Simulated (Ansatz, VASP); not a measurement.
CoO in VASP and in Ansatz

```
CELL_PARAMETERS angstrom
0.00000 2.11018 2.13150
2.11018 0.00000 2.13150
2.11018 2.11018 0.00000
ATOMIC_POSITIONS crystal
Co 0.00000 0.00000 0.00000
O 0.50000 0.50000 0.50000
```

Alike in both runs: task single point; functional PBE; k mesh 14 × 14 × 14; collinear spin.

```csv
,VASP,Ansatz
version,VASP 6.6.1,Ansatz 0.2.0
potentials or method,"VASP PAW PBE potentials, release 64 (Co, O), cutoff 520 eV","plane waves, PAW"
occupations,"methfessel-paxton of order 1, width 0.15 eV","cold, width 0.15 eV"
valence electrons in the cell,15,23
```

```csv
,VASP,Ansatz,Ansatz less VASP
pressure (GPa),0.9,1.6,+0.67
"traceless stress, the component that is largest in VASP (GPa)",-0.02,-0.06,-0.047
net moment per atom (μB),1.44,1.45,+0.017
size of the moment on the site where the two differ most (μB),2.54,2.47,-0.063
```

Site moments also hang on the region over which each program counts them. VASP's potentials hold 15 valence electrons a cell and Ansatz's 23, so a difference there can come from the potentials and not from the codes. Ansatz's warnings: given moment on shells, stability check not made.
